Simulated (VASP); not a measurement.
Here is a VASP 6.6.1 calculation.

Contents of INCAR:

```
SYSTEM = Te2Mo
  PREC = Accurate
  ENCUT = 520
  EDIFF = 1E-7
  ISMEAR = -1
  SIGMA = 0.05
  LREAL = .FALSE.
  LASPH = .TRUE.
  NELM = 80
  ALGO = Normal
  ISIF = 2
  LWAVE = .FALSE.
  LCHARG = .FALSE.
  GGA = RE
  IVDW = 13
  NBANDS = 35
```

Contents of KPOINTS:

```
Automatic mesh
0
G
  4 8 1
  0 0 0
```

File POSCAR:

```
Te2Mo
1.0
    6.2317438208      0.0000000000      0.0000000000
    0.0000000000      3.4093544903      0.0000000000
   -0.0839909111      0.0000000000     35.4373997734
Te Mo
4 2
Direct
    0.4292511000      0.7500000000      0.5407035800
    0.5707489000      0.2500000000      0.4592964200
    0.9208478700      0.2500000000      0.5565273200
    0.0791521300      0.7500000000      0.4434726800
    0.1813475600      0.2500000000      0.4974653700
    0.8186524400      0.7500000000      0.5025346300
```

Potentials or basis: VASP PAW PBE potentials, release 64 (Te, Mo_sv).

Command:

```sh
$ cat potpaw_PBE.64/Te/POTCAR potpaw_PBE.64/Mo_sv/POTCAR > POTCAR
$ mpirun -np 1 vasp_std > vasp.out
```

Task: Estimate the band gap on the k mesh.

Result: Zero (bands 26 and 27 overlap by 0.23 eV).

Task: What does it give for the dispersion energy per atom?

Result: -0.716 eV.

Task: Estimate the largest force.

Result: 1.276 eV/Å.

Forces on the atoms (eV/Å):
```
Te   0.150  0.000  0.703
Te  -0.150  0.000 -0.703
Te  -0.048  0.000  1.276
Te   0.048  0.000 -1.276
Mo   0.577  0.000  0.065
Mo  -0.577  0.000 -0.065
```

Caveat: there is no dipole correction, which matters where the two faces differ; the PAW data sets were made with another functional, which shifts forces and pressure a little; spin-orbit coupling is left out, which moves the levels of the heavy elements.
